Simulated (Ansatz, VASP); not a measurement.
**Mg5O: VASP beside Ansatz**

```
Mg O
1.0
     4.58530    0.00000    0.00000
    -2.29265    3.97099    0.00000
     0.00000    0.00000    5.60163
Mg O
5 1
Direct
  0.60440 0.00000 0.50000
  0.00000 0.60440 0.50000
  0.39560 0.39560 0.50000
  0.00000 0.00000 0.74723
  0.00000 0.00000 0.25277
  0.00000 0.00000 0.00000
```

Alike in both runs: task relaxation of cell and atoms; functional PBE; k mesh 6 × 6 × 4; occupations gaussian, width 0.1 eV; no spin polarisation.

```csv
,VASP,Ansatz
version,VASP 6.6.1,Ansatz 0.2.0
potentials or method,"VASP PAW PBE potentials, release 64 (Mg, O), cutoff 600 eV","scalar-relativistic, plane waves, PAW"
valence electrons in the cell,16,56
```

```csv
,VASP,Ansatz,Ansatz less VASP
"gap on the k mesh at the Fermi level, each at its own relaxed structure (eV)",none,none,-
relaxed volume (Å³/atom),32.77,33.48,+0.708
relaxed cell length with the largest relative difference (Å),5.838,5.900,+0.0628
```

A gap of «none» marks a metal or a gap that the smearing closes. VASP's potentials hold 16 valence electrons a cell and Ansatz's 56, so a difference there can come from the potentials and not from the codes.

Noted on VASP's run: the volume moved by over 15 % at a fixed basis, so the end points are rough.
